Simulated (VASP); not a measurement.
# Ge (Fd-3m) in VASP: elastic constants with PBE

Aim: the elastic constants of Ge with PBE.

All numbers are computed with VASP 6.6.1; they aren't measurements. Logs are shortened: lines on timing, memory, paths and dates and some standing lists are left out, and cuts for length are marked.

### 1 The cell of the first run

Symmetry: Fd-3m, No. 227, cubic system. The conventional cell has a = 5.508 Å, b = 5.508 Å, c = 5.508 Å, α = 90.00°, β = 90.00°, γ = 90.00°. Within 3.2 Å of Ge (site symmetry -43m) lie 4 Ge at 2.39 Å.

### 2 Elastic constants, PBE

INCAR reads:

```
ALGO = Normal ; EDIFF = 1E-8
ENCUT = 600 ; GGA = PE
IBRION = 6 ; ISIF = 3
ISMEAR = 0 ; LASPH = True
LCHARG = False ; LREAL = False
LWAVE = False ; NELM = 100
NFREE = 2 ; NSW = 1
POTIM = 0.015 ; PREC = Accurate
SIGMA = 0.01
```

KPOINTS reads:

```
k-points
0
Gamma
  14 14 14
```

POSCAR reads:

```
Ge
1.0
    0.0000000000      2.7540800745      2.7540800745
    2.7540800745      0.0000000000      2.7540800745
    2.7540800745      2.7540800745      0.0000000000
Ge
2
Direct
    0.5000000000      0.5000000000      0.5000000000
    0.7500000000      0.7500000000      0.7500000000
```

Potentials or basis: VASP PAW PBE potentials, release 64 (Ge_d).

Run with:

```bash
cat potpaw_PBE.64/Ge_d/POTCAR > POTCAR
mpirun -np 1 vasp_std > vasp.out
```

OUTCAR:

```text
EDIFF = 1E-8
   ENCUT = 600
   GGA = PE
   IBRION = 6
   ISIF = 3
   ISMEAR = 0
   LASPH = True
   LREAL = False
   NELM = 100
   NFREE = 2
   NSW = 1
   POTIM = 0.015
   PREC = Accurate

 ion  position               nearest neighbor table
   1  0.500  0.500  0.500-   2 2.39   2 2.39   2 2.39   2 2.39
   2  0.750  0.750  0.750-   1 2.39   1 2.39   1 2.39   1 2.39

  LATTYP: Found a face centered cubic cell.
 ALAT       =     5.5081601490

  Lattice vectors:

 A1 = (   0.0000000000,   2.7540800745,   2.7540800745)
 A2 = (   2.7540800745,   0.0000000000,   2.7540800745)
 A3 = (   2.7540800745,   2.7540800745,   0.0000000000)

Analysis of symmetry for initial positions (statically):
=====================================================================
 Subroutine PRICEL returns:
 Original cell was already a primitive cell.

 Routine SETGRP: Setting up the symmetry group for a
 face centered cubic supercell.

 Subroutine GETGRP returns: Found 48 space group operations
 (whereof 24 operations were pure point group operations)
 out of a pool of 48 trial point group operations.

The static configuration has the point symmetry T_d .
 The point group associated with its full space group is O_h .

Analysis of symmetry for dynamics (positions and initial velocities):
=====================================================================
 Subroutine PRICEL returns:
 Original cell was already a primitive cell.

 Routine SETGRP: Setting up the symmetry group for a
 face centered cubic supercell.

 Subroutine GETGRP returns: Found 48 space group operations
 (whereof 24 operations were pure point group operations)
 out of a pool of 48 trial point group operations.

The dynamic configuration has the point symmetry T_d .
 The point group associated with its full space group is O_h .

 Subroutine INISYM returns: Found 48 space group operations
 (whereof 24 operations are pure point group operations),
 and found     1 'primitive' translations

----------------------------------------------------------------------------------------

                                     Primitive cell

  volume of cell :      41.7792

  direct lattice vectors                    reciprocal lattice vectors
     0.000000000  2.754080075  2.754080075    -0.181548824  0.181548824  0.181548824
     2.754080075  0.000000000  2.754080075     0.181548824 -0.181548824  0.181548824
     2.754080075  2.754080075  0.000000000     0.181548824  0.181548824 -0.181548824

  length of vectors
     3.894857393  3.894857393  3.894857393     0.314451788  0.314451788  0.314451788

  position of ions in fractional coordinates (direct lattice)
     0.500000000  0.500000000  0.500000000
     0.750000000  0.750000000  0.750000000

  ion indices of the primitive-cell ions
   primitive index   ion index
                 1           1
                 2           2

----------------------------------------------------------------------------------------

 KPOINTS: k-points

Automatic generation of k-mesh.
 Grid dimensions read from file:
 generate k-points for:   14   14   14

 Generating k-lattice:

  Cartesian coordinates                     Fractional coordinates (reciprocal lattice)
    -0.012967773  0.012967773  0.012967773     0.071428571  0.000000000  0.000000000
     0.012967773 -0.012967773  0.012967773     0.000000000  0.071428571  0.000000000
     0.012967773  0.012967773 -0.012967773     0.000000000  0.000000000  0.071428571

  Length of vectors
     0.022460842  0.022460842  0.022460842

  Shift w.r.t. Gamma in fractional coordinates (k-lattice)
[... 51 lines left out ...]
   NELM   =    100;   NELMIN=  2; NELMDL= -5     # of ELM steps
   EDIFF  = 0.1E-07   stopping-criterion for ELM
   LREAL  =      F    real-space projection
   EDIFFG = 0.1E-06   stopping-criterion for IOM
   NSW    =     61    number of steps for IOM
   IBRION =      6    ionic relax: 0-MD 1-quasi-New 2-CG
   NFREE  =      2    steps in history (QN), initial steepest desc. (CG)
   ISIF   =      3    stress and relaxation
   ISYM   =      2    0-nonsym 1-usesym 2-fastsym
   POTIM  = 0.0150    time-step for ionic-motion
   TEBEG  =    0.0;   TEEND  =   0.0 temperature during run
   PSTRESS=    0.0 pullay stress
   NELECT =      28.0000    total number of electrons
   NUPDOWN=      -1.0000    fix difference up-down
   EMIN   =  10.00;   EMAX   =-10.00  energy-range for DOS
   EFERMI =   0.00;   METHOD = LEGACY
   ISMEAR =     0;   SIGMA  =   0.01  broadening in eV -4-tet -1-fermi 0-gaus
   EFERMI_NEDOS =   21; number of points for ismear=-14 and -15
   IALGO  =     38    algorithm
   IMIX   =      4    mixing-type and parameters
     AMIX     =   0.40;   BMIX     =  1.00
     AMIX_MAG =   1.60;   BMIX_MAG =  1.00
  volume/ion in A,a.u.               =      20.89       140.97
  Fermi-wavevector in a.u.,A,eV,Ry     =   1.432653  2.707321 27.925876  2.052494
  Thomas-Fermi vector in A             =   2.552257
   LORBIT       =      0    0 simple, 1 ext, 2 COOP (PROOUT), +10 PAW based schemes
   GGA     = PE    functional components
   LHFCALC =     F    Hartree Fock is set to
   AEXX    =    0.0000 exact exchange contribution
   IVDW    =     0    specifies the selected vdW correction
   LEPSILON=     F    determine dielectric tensor
   LRPA    =     F    only Hartree local field effects (RPA)
 finite differences with symmetry
 non-spin polarized calculation
 Gauss-broadening in eV      SIGMA  =   0.01
  energy-cutoff  :      600.00
  volume of cell :       41.78
 maximum number of plane-waves:      1411
   NGX = 15   NGY = 15   NGZ = 15

--------------------------------------- Ionic step        1  -------------------------------------------

 number of electron      27.9999998 magnetization

 Free energy of the ion-electron system (eV)
  ---------------------------------------------------
  ext. energy  EPLUGINS =         0.00000000
  ---------------------------------------------------
  free energy    TOTEN  =        -8.85620487 eV

  energy without entropy =       -8.85620487  energy(sigma->0) =       -8.85620487

------------------------ aborting loop because EDIFF is reached ----------------------------------------

  FORCE on cell =-STRESS in cart. coord.  units (eV):
  Direction    XX          YY          ZZ          XY          YZ          ZX
  --------------------------------------------------------------------------------------
  -------------------------------------------------------------------------------------
  Total        2.8525988      2.8525988      2.8525988     -0.0000000      0.0000000      0.0000000
  in kB      109.3935206    109.3935206    109.3935206     -0.0000000      0.0000000      0.0000000
  external PRESSURE =     109.3935206 kB  Pullay stress =       0.0000000 kB
[... 89 lines left out ...]
  FREE ENERGIE OF THE ION-ELECTRON SYSTEM (eV)
  ---------------------------------------------------
  free  energy   TOTEN  =        -8.8087748397 eV

  energy  without entropy=       -8.8087748397  energy(sigma->0) =       -8.80877484

[... ionic steps 4 to 12 ...]

--------------------------------------- Ionic step       13  -------------------------------------------

 number of electron      27.9999998 magnetization

------------------------ aborting loop because EDIFF is reached ----------------------------------------
[... 67 lines left out ...]
--------------------------------------- Ionic step       15  -------------------------------------------

 number of electron      27.9999998 magnetization

 Free energy of the ion-electron system (eV)
  ---------------------------------------------------
  ext. energy  EPLUGINS =         0.00000000
  ---------------------------------------------------
  free energy    TOTEN  =        -8.85465584 eV

  energy without entropy =       -8.85465584  energy(sigma->0) =       -8.85465584

 E-fermi :   5.9345     XC(G=0): -10.3129

 val. band max:        5.8867896234   @ k =   0.0000   0.0000   0.0000
 cond. band min:       6.2341818088   @ k =   0.5000   0.0000   0.0000
 fundamental gap:      0.3473921855
 Fermi energy:         5.9344924581

 k-point     1 :       0.0000    0.0000    0.0000
  band No.  band energies     occupation
      1     -19.1410      2.00000
      2     -19.1369      2.00000
      3     -19.1325      2.00000
      4     -19.0940      2.00000
      5     -19.0938      2.00000
      6     -18.8377      2.00000
[... 481 lines left out ...]
      5     -19.0296      2.00000
      6     -18.9138      2.00000
[... 10 lines left out ...]
     17      10.8334      0.00000
     18      10.9205      0.00000

 [... further k-points ...]

------------------------ aborting loop because EDIFF is reached ----------------------------------------

  FORCE on cell =-STRESS in cart. coord.  units (eV):
  Direction    XX          YY          ZZ          XY          YZ          ZX
  --------------------------------------------------------------------------------------
  -------------------------------------------------------------------------------------
  Total        2.8518113      2.8557016      2.8557016      0.0000000     -0.1860975      0.0000000
  in kB      109.3633208    109.5125078    109.5125078      0.0000000     -7.1366024      0.0000000
  external PRESSURE =     109.4627788 kB  Pullay stress =       0.0000000 kB
[... 17 lines left out ...]
  FREE ENERGIE OF THE ION-ELECTRON SYSTEM (eV)
  ---------------------------------------------------
  free  energy   TOTEN  =        -8.8546558444 eV

  energy  without entropy=       -8.8546558444  energy(sigma->0) =       -8.85465584

 INTERNAL STRAIN TENSORS FROM STRAINED CELLS
 ============================================

 INTERNAL STRAIN TENSOR FOR ION    1 for displacements in x,y,z  (eV/Angst):
          X           Y           Z          XY          YZ          ZX
  --------------------------------------------------------------------------------
  x     0.00000     0.00000     0.00000    -0.00000    12.41073     0.00000
  y    -0.00000    -0.00000     0.00000     0.00000     0.00000    12.41114
  z    -0.00000     0.00000     0.00000    12.41071     0.00000    -0.00000

 INTERNAL STRAIN TENSORS FROM DISPLACED ATOMS
 ============================================

 INTERNAL STRAIN TENSOR FOR ION    1 for displacements in x,y,z  (eV/Angst):
          X           Y           Z          XY          YZ          ZX
  --------------------------------------------------------------------------------
  x     0.00000    -0.00000    -0.00000     0.00000    12.40893     0.00000
  y    -0.00000     0.00000    -0.00000     0.00000     0.00000    12.40893
  z    -0.00000    -0.00000     0.00000    12.40893     0.00000     0.00000

 INTERNAL STRAIN TENSOR FOR ION    2 for displacements in x,y,z  (eV/Angst):
          X           Y           Z          XY          YZ          ZX
  --------------------------------------------------------------------------------
  x    -0.00000     0.00000     0.00000     0.00000   -12.40893     0.00000
  y     0.00000    -0.00000     0.00000     0.00000     0.00000   -12.40893
  z     0.00000     0.00000    -0.00000   -12.40893     0.00000     0.00000

 Eigenvectors and eigenvalues of the dynamical matrix
 ----------------------------------------------------

   1 f  =    9.628409 THz    60.497080 2PiTHz  321.169166 cm-1    39.819884 meV
             X         Y         Z           dx          dy          dz
      2.754080  2.754080  2.754080     0.000000   -0.707107    0.000000
      4.131120  4.131120  4.131120     0.000000    0.707107    0.000000
[... 21 lines left out ...]
   6 f  =    0.000000 THz     0.000000 2PiTHz    0.000000 cm-1     0.000000 meV
             X         Y         Z           dx          dy          dz
      2.754080  2.754080  2.754080     0.000000    0.000000    0.707107
      4.131120  4.131120  4.131120     0.000000    0.000000    0.707107

--------------------------------------------------------------------------------------------------------

 ELASTIC MODULI CONTR FROM IONIC RELAXATION (kBar)
 Direction    XX          YY          ZZ          XY          YZ          ZX
 --------------------------------------------------------------------------------
 XX          -0.0000      0.0000      0.0000      0.0000     -0.0000      0.0000
 YY           0.0000     -0.0000      0.0000      0.0000      0.0000     -0.0000
 ZZ           0.0000      0.0000     -0.0000     -0.0000      0.0000      0.0000
 XY           0.0000      0.0000     -0.0000   -428.7907      0.0000      0.0000
 YZ          -0.0000      0.0000      0.0000      0.0000   -428.7907      0.0000
 ZX           0.0000     -0.0000      0.0000      0.0000      0.0000   -428.7907
 --------------------------------------------------------------------------------

 TOTAL ELASTIC MODULI (kBar)
 Direction    XX          YY          ZZ          XY          YZ          ZX
 --------------------------------------------------------------------------------
 XX        1457.3432    719.7211    719.7211      0.0000     -0.0000      0.0000
 YY         719.7211   1457.3432    719.7211      0.0000      0.0000     -0.0000
 ZZ         719.7211    719.7211   1457.3432     -0.0000      0.0000      0.0000
 XY           0.0000      0.0000     -0.0000    680.6807     -0.0000      0.0000
 YZ          -0.0000      0.0000      0.0000     -0.0000    680.6807      0.0000
 ZX           0.0000     -0.0000      0.0000      0.0000      0.0000    680.6807
 --------------------------------------------------------------------------------
```

Run time: 1.8 h. Hardware: 1 thread of Oxide Virtual Turin-like, shared host; peak memory 0.94 GiB.

Results:

```yaml
Elastic_constants_C11_C12_C44: 146, 72, 68 GPa
Voigt_bulk_modulus: 97 GPa
Highest_phonon_frequency_at_Γ: 321 cm⁻¹
```

Phonon frequencies in cm⁻¹ (negative: imaginary):
| q point | frequencies |
| --- | --- |
| (0.000, 0.000, 0.000) | 0 0 0 321 321 321 |

Elastic tensor in Voigt notation (GPa, in the Cartesian axes of the cell as first typed):
```
146  72  72   0   0   0
 72 146  72   0   0   0
 72  72 146   0   0   0
  0   0   0  68   0   0
  0   0   0   0  68   0
  0   0   0   0   0  68
```

Clamped-ion elastic tensor (GPa):
```
146  72  72   0   0   0
 72 146  72   0   0   0
 72  72 146   0   0   0
  0   0   0 111   0   0
  0   0   0   0 111   0
  0   0   0   0   0 111
```

Caveat: the cell is under stress, which shifts elastic constants.
